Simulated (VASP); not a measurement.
# Sc (P6_3/mmc) in VASP: a series of runs

Sc is run at these levels: PBEsol; tasks: single point.

Everything below comes from runs of VASP 6.6.1. Logs are shortened: lines on timing, memory, paths and dates and some standing lists are left out, and cuts for length are marked.

### Step 1. The cell of the first run

It takes space group P6_3/mmc (No. 194, hexagonal). The conventional cell has a = 2.384 Å, b = 2.384 Å, c = 4.146 Å, α = 90.00°, β = 90.00°, γ = 120.00°. Sc (site symmetry -6m2) has 12 Sc at 2.38 to 2.49 Å within 3.1 Å.

### Step 2. Single point, PBEsol

Input file INCAR:

```
SYSTEM = Sc
PREC     = Accurate       ! precision mode
ENCUT    = 520            ! plane-wave cutoff, eV
EDIFF    = 1E-7           ! SCF threshold, eV
ISMEAR   = -1             ! smearing method
SIGMA    = 0.1            ! smearing width, eV
LREAL    = .False.        ! projectors in reciprocal space
LASPH    = .True.         ! aspherical terms in the spheres
NELM     = 100            ! most SCF steps
ALGO     = Normal         ! electronic algorithm
ISIF     = 2              ! what is computed and relaxed
LWAVE    = .False.        ! write WAVECAR
LCHARG   = .True.         ! write CHGCAR
GGA      = PS             ! functional
LELF     = .True.         ! ELF
LVHAR    = .True.       
NBANDS   = 18             ! bands
```

Input file KPOINTS:

```
Automatic mesh
0
Gamma
  15 15 8
  0 0 0
```

Input file POSCAR:

```
Sc
1.0
    2.3838948037      0.0000000000      0.0000000000
   -1.1919474018      2.0645134599      0.0000000000
    0.0000000000      0.0000000000      4.1458007081
Sc
2
Direct
    0.3333333333      0.6666666667      0.2500000000
    0.6666666667      0.3333333333      0.7500000000
```

Potentials or basis: VASP PAW PBE potentials, release 64 (Sc_sv).

Launch:

```console
$ cat potpaw_PBE.64/Sc_sv/POTCAR > POTCAR
$ mpirun -np 1 vasp_std > vasp.out
```

OUTCAR:

```text
SYSTEM = Sc
   PREC = Accurate
   ENCUT = 520
   EDIFF = 1E-7
   ISMEAR = -1
   LREAL = .False.
   LASPH = .True.
   NELM = 100
   ISIF = 2
   GGA = PS

 ion  position               nearest neighbor table
   1  0.333  0.667  0.250-   2 2.49   2 2.49   2 2.49   2 2.49   2 2.49   2 2.49
   2  0.667  0.333  0.750-   1 2.49   1 2.49   1 2.49   1 2.49   1 2.49   1 2.49

  LATTYP: Found a hexagonal cell.
 ALAT       =     2.3838948037
 C/A-ratio  =     1.7390871030

  Lattice vectors:

 A1 = (   2.3838948037,   0.0000000000,   0.0000000000)
 A2 = (  -1.1919474018,   2.0645134599,   0.0000000000)
 A3 = (   0.0000000000,   0.0000000000,   4.1458007081)

Analysis of symmetry for initial positions (statically):
=====================================================================
 Subroutine PRICEL returns:
 Original cell was already a primitive cell.

 Routine SETGRP: Setting up the symmetry group for a
 hexagonal supercell.

 Subroutine GETGRP returns: Found 24 space group operations
 (whereof 12 operations were pure point group operations)
 out of a pool of 24 trial point group operations.

The static configuration has the point symmetry D_3d.
 The point group associated with its full space group is D_6h.

Analysis of symmetry for dynamics (positions and initial velocities):
=====================================================================
 Subroutine PRICEL returns:
 Original cell was already a primitive cell.

 Routine SETGRP: Setting up the symmetry group for a
 hexagonal supercell.

 Subroutine GETGRP returns: Found 24 space group operations
 (whereof 12 operations were pure point group operations)
 out of a pool of 24 trial point group operations.

The dynamic configuration has the point symmetry D_3d.
 The point group associated with its full space group is D_6h.

 Subroutine INISYM returns: Found 24 space group operations
 (whereof 12 operations are pure point group operations),
 and found     1 'primitive' translations

----------------------------------------------------------------------------------------

                                     Primitive cell

  volume of cell :      20.4039

  direct lattice vectors                    reciprocal lattice vectors
     2.383894804  0.000000000  0.000000000     0.419481597  0.242187813  0.000000000
    -1.191947402  2.064513460  0.000000000     0.000000000  0.484375626  0.000000000
     0.000000000  0.000000000  4.145800708     0.000000000  0.000000000  0.241207928

  length of vectors
     2.383894804  2.383894804  4.145800708     0.484375626  0.484375626  0.241207928

  position of ions in fractional coordinates (direct lattice)
     0.333333333  0.666666667  0.250000000
     0.666666667  0.333333333  0.750000000

  ion indices of the primitive-cell ions
   primitive index   ion index
                 1           1
                 2           2

----------------------------------------------------------------------------------------

 KPOINTS: Automatic mesh

Automatic generation of k-mesh.
 Grid dimensions read from file:
 generate k-points for:   15   15    8

 Generating k-lattice:

  Cartesian coordinates                     Fractional coordinates (reciprocal lattice)
     0.027965440  0.016145854  0.000000000     0.066666667 -0.000000000  0.000000000
     0.000000000  0.032291708  0.000000000     0.000000000  0.066666667  0.000000000
     0.000000000  0.000000000  0.030150991     0.000000000  0.000000000  0.125000000

  Length of vectors
     0.032291708  0.032291708  0.030150991

  Shift w.r.t. Gamma in fractional coordinates (k-lattice)
     0.000000000  0.000000000  0.000000000

 Subroutine IBZKPT returns following result:
 ===========================================

 Found    135 irreducible k-points:

 Following reciprocal coordinates:
            Coordinates               Weight
  0.000000  0.000000  0.000000      1.000000
  0.066667 -0.000000  0.000000      6.000000
  0.133333 -0.000000  0.000000      6.000000
  0.200000  0.000000  0.000000      6.000000
  0.266667 -0.000000  0.000000      6.000000
  0.333333 -0.000000  0.000000      6.000000
[... 16 lines left out ...]
  0.333333  0.200000  0.000000     12.000000
  0.400000  0.200000  0.000000      6.000000
 [... further k-points ...]
   k-points           NKPTS =    135   k-points in BZ     NKDIM =    135   number of bands    NBANDS=     18
   number of dos      NEDOS =    301   number of ions     NIONS =      2
   total plane-waves  NPLWV =  10368
   dimension x,y,z NGX =    18 NGY =   18 NGZ =   32
   dimension x,y,z NGXF=    36 NGYF=   36 NGZF=   64
   ions per type =               2
   NGX,Y,Z   is equivalent  to a cutoff of  12.55, 12.55, 12.83 a.u.
   NGXF,Y,Z  is equivalent  to a cutoff of  25.11, 25.11, 25.66 a.u.
 SYSTEM =  Sc
   PREC   = accura    normal or accurate (medium, high low for compatibility)
   ISTART =      0    job   : 0-new  1-cont  2-samecut
   ICHARG =      2    charge: 1-file 2-atom 10-const
   ISPIN  =      1    spin polarized calculation?
   LNONCOLLINEAR =      F non collinear calculations
   LSORBIT =      F    spin-orbit coupling
   LASPH  =      T    aspherical Exc in radial PAW
   ENCUT  =  520.0 eV  38.22 Ry    6.18 a.u.   4.43  4.43  7.71*2*pi/ulx,y,z
   NELM   =    100;   NELMIN=  2; NELMDL= -5     # of ELM steps
   EDIFF  = 0.1E-06   stopping-criterion for ELM
   LREAL  =      F    real-space projection
   EDIFFG = 0.1E-05   stopping-criterion for IOM
   NSW    =      0    number of steps for IOM
   IBRION =     -1    ionic relax: 0-MD 1-quasi-New 2-CG
   NFREE  =      0    steps in history (QN), initial steepest desc. (CG)
   ISIF   =      2    stress and relaxation
   ISYM   =      2    0-nonsym 1-usesym 2-fastsym
   POTIM  = 0.5000    time-step for ionic-motion
   TEBEG  =    0.0;   TEEND  =   0.0 temperature during run
   PSTRESS=    0.0 pullay stress
   NELECT =      22.0000    total number of electrons
   NUPDOWN=      -1.0000    fix difference up-down
   EMIN   =  10.00;   EMAX   =-10.00  energy-range for DOS
   EFERMI =   0.00;   METHOD = LEGACY
   ISMEAR =    -1;   SIGMA  =   0.10  broadening in eV -4-tet -1-fermi 0-gaus
   EFERMI_NEDOS =   21; number of points for ismear=-14 and -15
   IALGO  =     38    algorithm
   IMIX   =      4    mixing-type and parameters
     AMIX     =   0.40;   BMIX     =  1.00
     AMIX_MAG =   1.60;   BMIX_MAG =  1.00
  volume/ion in A,a.u.               =      10.20        68.85
  Fermi-wavevector in a.u.,A,eV,Ry     =   1.678719  3.172319 38.342540  2.818097
  Thomas-Fermi vector in A             =   2.762758
   LORBIT       =      0    0 simple, 1 ext, 2 COOP (PROOUT), +10 PAW based schemes
   GGA     = PS    functional components
   LHFCALC =     F    Hartree Fock is set to
   AEXX    =    0.0000 exact exchange contribution
   IVDW    =     0    specifies the selected vdW correction
   LEPSILON=     F    determine dielectric tensor
   LRPA    =     F    only Hartree local field effects (RPA)
 non-spin polarized calculation
  energy-cutoff  :      520.00
  volume of cell :       20.40
 maximum number of plane-waves:       580
 NGX is ok and might be reduce to    18

 number of electron      21.9999995 magnetization

 Free energy of the ion-electron system (eV)
  ---------------------------------------------------
  ext. energy  EPLUGINS =         0.00000000
  ---------------------------------------------------
  free energy    TOTEN  =        -5.69455646 eV

  energy without entropy =       -5.64203535  energy(sigma->0) =       -5.66829591

 E-fermi :  10.6115     XC(G=0): -14.3241

 val. band max:       10.5940504616   @ k =   0.2667   0.2667   0.1250
 cond. band min:      10.6422628480   @ k =   0.2000   0.2000   0.3750
 fundamental gap:      0.0482123864
 Fermi energy:        10.6115117334

 k-point     1 :       0.0000    0.0000    0.0000
  band No.  band energies     occupation
      1     -38.3498      2.00000
      2     -37.0760      2.00000
      3     -18.6679      2.00000
      4     -14.1664      2.00000
      5     -14.1296      2.00000
      6     -14.1296      2.00000
[... 10 lines left out ...]
     17      15.8936      0.00000
     18      15.8936      0.00000

 k-point     2 :       0.0667   -0.0000    0.0000
  band No.  band energies     occupation
      1     -38.2920      2.00000
      2     -37.0378      2.00000
      3     -18.6001      2.00000
      4     -14.3483      2.00000
      5     -14.1898      2.00000
      6     -14.1768      2.00000
[... 10 lines left out ...]
     17      15.6801      0.00000
     18      15.6896      0.00000

 k-point     3 :       0.1333   -0.0000    0.0000
  band No.  band energies     occupation
      1     -38.1247      2.00000
      2     -36.9296      2.00000
      3     -18.4012      2.00000
      4     -14.9505      2.00000
      5     -14.4995      2.00000
      6     -14.3515      2.00000
[... 10 lines left out ...]
     17      15.1498      0.00000
     18      15.1946      0.00000

 k-point     4 :       0.2000    0.0000    0.0000
  band No.  band energies     occupation
      1     -37.8660      2.00000
      2     -36.7704      2.00000
      3     -18.0856      2.00000
      4     -15.7981      2.00000
      5     -15.2843      2.00000
      6     -14.5729      2.00000
[... 10 lines left out ...]
     17      14.9322      0.00000
     18      15.7490      0.00000

 k-point     5 :       0.2667   -0.0000    0.0000
  band No.  band energies     occupation
      1     -37.5465      2.00000
      2     -36.5911      2.00000
      3     -17.6783      2.00000
      4     -16.7220      2.00000
      5     -16.1328      2.00000
      6     -14.8098      2.00000
[... 10 lines left out ...]
     17      16.2748      0.00000
     18      16.9896      0.00000

 k-point     6 :       0.3333   -0.0000    0.0000
  band No.  band energies     occupation
      1     -37.2094      2.00000
      2     -36.4300      2.00000
      3     -17.5657      2.00000
      4     -17.2186      2.00000
      5     -16.9072      2.00000
      6     -15.0233      2.00000
[... 10 lines left out ...]
     17      17.8420      0.00000
     18      18.3196      0.00000

 k-point     7 :       0.4000    0.0000    0.0000
  band No.  band energies     occupation
      1     -36.9101      2.00000
      2     -36.3240      2.00000
      3     -18.2031      2.00000
      4     -17.4945      2.00000
      5     -16.7695      2.00000
      6     -15.1828      2.00000
[... 10 lines left out ...]
     17      19.3917      0.00000
     18      19.5145      0.00000

 k-point     8 :       0.4667   -0.0000    0.0000
  band No.  band energies     occupation
      1     -36.7197      2.00000
      2     -36.2860      2.00000
      3     -18.5452      2.00000
      4     -17.8109      2.00000
      5     -16.4496      2.00000
      6     -15.2677      2.00000
[... 10 lines left out ...]
     17      19.9017      0.00000
     18      20.2771      0.00000
[... 229 lines left out ...]
     17      18.7603      0.00000
     18      19.2449      0.00000

 k-point    20 :       0.4000    0.1333    0.0000
  band No.  band energies     occupation
      1     -36.6357      2.00000
      2     -36.2652      2.00000
      3     -18.3447      2.00000
      4     -17.6352      2.00000
      5     -16.3079      2.00000
      6     -15.7905      2.00000
[... 10 lines left out ...]
     17      18.7314      0.00000
     18      19.4470      0.00000

 k-point    21 :       0.2000    0.2000    0.0000
  band No.  band energies     occupation
      1     -37.1290      2.00000
      2     -36.3907      2.00000
      3     -17.1444      2.00000
      4     -17.1082      2.00000
      5     -17.0498      2.00000
      6     -15.3905      2.00000
[... 10 lines left out ...]
     17      18.4438      0.00000
     18      18.6137      0.00000

 k-point    22 :       0.2667    0.2000    0.0000
  band No.  band energies     occupation
      1     -36.8447      2.00000
      2     -36.2924      2.00000
      3     -17.6600      2.00000
      4     -17.3061      2.00000
      5     -16.6761      2.00000
      6     -15.8271      2.00000
[... 10 lines left out ...]
     17      18.4030      0.00000
     18      19.1596      0.00000

 k-point    23 :       0.3333    0.2000    0.0000
  band No.  band energies     occupation
      1     -36.6168      2.00000
      2     -36.2533      2.00000
      3     -18.0164      2.00000
      4     -17.4189      2.00000
      5     -16.2818      2.00000
      6     -16.1857      2.00000
[... 10 lines left out ...]
     17      18.2653      0.00000
     18      19.2288      0.00000

 k-point    24 :       0.4000    0.2000    0.0000
  band No.  band energies     occupation
      1     -36.5183      2.00000
      2     -36.2558      2.00000
      3     -18.1422      2.00000
      4     -17.4446      2.00000
      5     -16.3282      2.00000
      6     -16.0871      2.00000
[... 10 lines left out ...]
     17      18.2170      0.00000
     18      18.9175      0.00000

 [... further k-points ...]

------------------------ aborting loop because EDIFF is reached ----------------------------------------

  FORCE on cell =-STRESS in cart. coord.  units (eV):
  Direction    XX          YY          ZZ          XY          YZ          ZX
  --------------------------------------------------------------------------------------
  -------------------------------------------------------------------------------------
  Total       19.0199893     19.0199893     18.9264644      0.0000000     -0.0000000      0.0000000
  in kB     1493.5082423   1493.5082422   1486.1643783      0.0000000     -0.0000000      0.0000000
  external PRESSURE =    1491.0602876 kB  Pullay stress =       0.0000000 kB

 VOLUME and BASIS-vectors are now :
 -----------------------------------------------------------------------------
  energy-cutoff  :      520.00
  volume of cell :       20.40
      direct lattice vectors                 reciprocal lattice vectors
     2.383894804  0.000000000  0.000000000     0.419481597  0.242187813  0.000000000
    -1.191947402  2.064513460  0.000000000     0.000000000  0.484375626  0.000000000
     0.000000000  0.000000000  4.145800708     0.000000000  0.000000000  0.241207928

 POSITION                                       TOTAL-FORCE (eV/Angst)
 -----------------------------------------------------------------------------------
     -0.00000      1.37634      1.03645         0.000000     -0.000000      0.000000
      1.19195      0.68817      3.10935        -0.000000      0.000000      0.000000
 -----------------------------------------------------------------------------------
    total drift:                                0.000000     -0.000000      0.000000

  FREE ENERGIE OF THE ION-ELECTRON SYSTEM (eV)
  ---------------------------------------------------
  free  energy   TOTEN  =        -5.6945564615 eV

  energy  without entropy=       -5.6420353538  energy(sigma->0) =       -5.66829591
```

Wall time 36 s (1 thread of Intel Xeon Platinum 8259CL at 2.50GHz (Skylake/Cascade Lake), shared host); peak memory 0.16 GiB.

Results:

* Free energy: -5.6946 eV
* Pressure: 149.1 GPa
* Band gap on the k mesh: zero (band 11 reaches 11.89 eV, above the bottom of band 12 at 9.05 eV)

Stress tensor (GPa, compression positive):
```
149.35   0.00   0.00
  0.00 149.35   0.00
  0.00   0.00 148.62
```

Caveat: the PAW data sets were made with another functional, which shifts forces and pressure a little.

### Step 3. Single point, PBEsol

Input file INCAR:

```
  ALGO = Normal
  EDIFF = 1E-6
  ENCUT = 520
  GGA = PS
  ISIF = 2
  ISMEAR = -1
  LASPH = True
  LCHARG = True
  LELF = True
  LREAL = False
  LVHAR = True
  LWAVE = False
  NBANDS = 18
  NELM = 100
  PREC = Accurate
  SIGMA = 0.1
```

Input file KPOINTS:

```
k-points
0
Gamma
  15 15 8
```

Input file POSCAR:

```
Sc
1.0
    2.3838948037      0.0000000000      0.0000000000
   -1.1919474018      2.0645134600      0.0000000000
    0.0000000000      0.0000000000      4.1458007081
Sc
2
Direct
    0.3333333333      0.6666666667      0.2500000000
    0.6666666667      0.3333333333      0.7500000000
```

Potentials or basis: VASP PAW PBE potentials, release 64 (Sc_sv).

Launch:

```console
$ cat potpaw_PBE.64/Sc_sv/POTCAR > POTCAR
$ mpirun -np 1 vasp_std > vasp.out
```

Wall time 35 s (1 thread of Intel Xeon Platinum 8259CL at 2.50GHz (Skylake/Cascade Lake), shared host); peak memory 0.16 GiB.

The run converged. Its results:

```yaml
Free_energy: -5.6946 eV
Pressure: 149.1 GPa
Band_gap_on_the_k_mesh: zero (band 11 reaches 11.89 eV, above the bottom of band 12 at 9.05 eV)
```

Stress tensor (GPa, compression positive):
```
149.34   0.00   0.00
  0.00 149.34   0.00
  0.00   0.00 148.60
```

Levels at points of the mesh, in eV from the Fermi level:
| k point | band 7 | band 8 | band 9 | band 10 | band 11 | band 12 | band 13 | band 14 | band 15 | band 16 |
| --- | --- | --- | --- | --- | --- | --- | --- | --- | --- | --- |
| (0.00, 0.00, 0.00) | -24.34 | -24.34 | -3.96 | -2.59 | 1.25 | 2.36 | 2.36 | 3.29 | 3.29 | 5.24 |
| (0.00, 0.00, 0.50) | -24.54 | -24.54 | -1.85 | -1.85 | 1.27 | 1.27 | 2.39 | 2.39 | 2.39 | 2.39 |

Caveat: the PAW data sets were made with another functional, which shifts forces and pressure a little.

### Step 4. Single point, PBEsol

Input file INCAR:

```
SYSTEM = Sc
PREC = Accurate ; ENCUT = 520
EDIFF = 1E-6 ; ISMEAR = -1
SIGMA = 0.1 ; LREAL = .False.
LASPH = .True. ; NELM = 60
ALGO = Normal ; ISIF = 2
LWAVE = .False. ; LCHARG = .False.
GGA = PS ; NBANDS = 18
```

Input file KPOINTS:

```
Automatic mesh
0
Gamma
  15 15 8
  0 0 0
```

POSCAR is that of step 3.

Launch:

```console
$ cat potpaw_PBE.64/Sc_sv/POTCAR > POTCAR
$ mpirun -np 1 vasp_std > vasp.out
```

Wall time 32 s (1 thread of Intel Xeon Platinum 8259CL at 2.50GHz (Skylake/Cascade Lake), shared host); peak memory 0.16 GiB.

It converged, with:

- Free energy: -5.6946 eV
- Pressure: 149.1 GPa
- Band gap on the k mesh: zero (band 11 reaches 11.89 eV, above the bottom of band 12 at 9.05 eV)

Stress tensor (GPa, compression positive):
```
149.34   0.00   0.00
  0.00 149.34   0.00
  0.00   0.00 148.60
```

Levels at points of the mesh, in eV from the Fermi level:
```tsv
k point	band 9	band 10	band 11	band 12	band 13	band 14
(0.00, 0.00, 0.00)	-3.96	-2.59	1.25	2.36	2.36	3.29
(0.00, 0.00, 0.50)	-1.85	-1.85	1.27	1.27	2.39	2.39
```

Caveat: the PAW data sets were made with another functional, which shifts forces and pressure a little.

### Step 5. Single point, PBEsol

This run uses another cell than the first one, of 11.86 Å³/atom, 1.163 times its volume.

Input file INCAR:

```
SYSTEM = Sc
  ALGO = Normal
  EDIFF = 1E-6
  ENCUT = 520
  GGA = PS
  ISIF = 2
  ISMEAR = -1
  LASPH = .True.
  LCHARG = .False.
  LREAL = .False.
  LWAVE = .False.
  NBANDS = 18
  NELM = 60
  PREC = Accurate
  SIGMA = 0.1
```

Input file KPOINTS:

```
k-points
0
Gamma
  15 15 8
  0 0 0
```

Input file POSCAR:

```
Sc
1.0
    2.5399906855      0.0000000000      0.0000000000
   -1.2699953427      2.1996964590      0.0000000000
    0.0000000000      0.0000000000      4.2463901724
Sc
2
Direct
    0.3333333333      0.6666666667      0.2500000000
    0.6666666667      0.3333333333      0.7500000000
```

Launch:

```console
$ cat potpaw_PBE.64/Sc_sv/POTCAR > POTCAR
$ mpirun -np 1 vasp_std > vasp.out
```

It took 36 s on 1 thread of Intel Xeon Platinum 8259CL at 2.50GHz (Skylake/Cascade Lake), shared host; peak memory 0.17 GiB.

It converged, with:

* Free energy: -8.2780 eV
* Pressure: 102.9 GPa
* Band gap on the k mesh: zero (band 11 reaches 10.98 eV, above the bottom of band 12 at 8.24 eV)

Stress tensor (GPa, compression positive):
```
102.98   0.00   0.00
  0.00 102.98   0.00
  0.00   0.00 102.70
```

Levels at points of the mesh, in eV from the Fermi level:
| k point | band 7 | band 8 | band 9 | band 10 | band 11 | band 12 | band 13 | band 14 | band 15 | band 16 |
| --- | --- | --- | --- | --- | --- | --- | --- | --- | --- | --- |
| (0.00, 0.00, 0.00) | -25.06 | -25.06 | -4.85 | -2.69 | 1.87 | 2.26 | 2.26 | 3.18 | 3.18 | 4.00 |
| (0.00, 0.00, 0.50) | -25.24 | -25.24 | -2.63 | -2.63 | 1.17 | 1.17 | 2.24 | 2.24 | 2.24 | 2.24 |

Caveat: the PAW data sets were made with another functional, which shifts forces and pressure a little.
